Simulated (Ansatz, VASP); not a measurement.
# Two plane-wave programs on Be

INCAR

```
SYSTEM = Be
  PREC = Accurate
  ENCUT = 520
  EDIFF = 1E-6
  ISMEAR = 1
  SIGMA = 1.0
  LREAL = .False.
  LASPH = .True.
  NELM = 60
  ALGO = Normal
  ISIF = 2
  LWAVE = .False.
  LCHARG = .True.
  GGA = PE
  LELF = .True.
  LVHAR = .True.
  NBANDS = 9
```

KPOINTS

```
regular mesh
0
Gamma
  16 16 9
  0 0 0
```

The input POSCAR:

```
Be
1.0
    2.2656737714      0.0000000000      0.0000000000
   -1.1328368857      1.9621310427      0.0000000000
    0.0000000000      0.0000000000      3.5587036811
Be
2
Direct
    0.3333333333      0.6666666667      0.2500000000
    0.6666666667      0.3333333333      0.7500000000
```

Input for Ansatz:

```yaml
crystal:
  lattice:
    - [2.2656737714, 0.0, 0.0]
    - [-1.1328368857, 1.9621310427, 0.0]
    - [0.0, 0.0, 3.5587036811]
  atoms:
    - { symbol: Be, position: [0.3333333333, 0.6666666667, 0.25] }
    - { symbol: Be, position: [0.6666666667, 0.3333333333, 0.75] }
hamiltonian:
  xc: pbe
  pseudopotentials:
    kind: paw
    azcp:
      Be: "pseudopotentials/Be.paw.azcp"
basis:
  ecutwfc: 420
  fft_grid_basis: typed
kpoints:
  mp_grid: { grid: [16, 16, 9], shift: [0, 0, 0] }
magnetization:
  spin_polarized: false
scf:
  occupations: { method: methfessel_paxton, width: 1.0 }
  lower_state_search: "off"
output:
  stress: true
```

Alike in both runs: task single point; functional PBE; k mesh 16 × 16 × 9; occupations methfessel-paxton of order 1, width 1 eV; no spin polarisation.

|  | VASP | Ansatz |
| --- | --- | --- |
| version | VASP 6.6.1 | Ansatz 0.2.0 |
| potentials or method | VASP PAW PBE potentials, release 64 (Be), cutoff 520 eV | plane waves (420 eV) with PAW, scalar-relativistic |
| valence electrons in the cell | 4 | 4 |

```tsv
	VASP	Ansatz	Ansatz less VASP
pressure (GPa)	-0.2	-0.4	-0.15
traceless stress, the component that is largest in VASP (GPa)	-0.05	-0.09	-0.033
```

With one functional, cell and mesh, what is left measures potentials, basis and numerics.
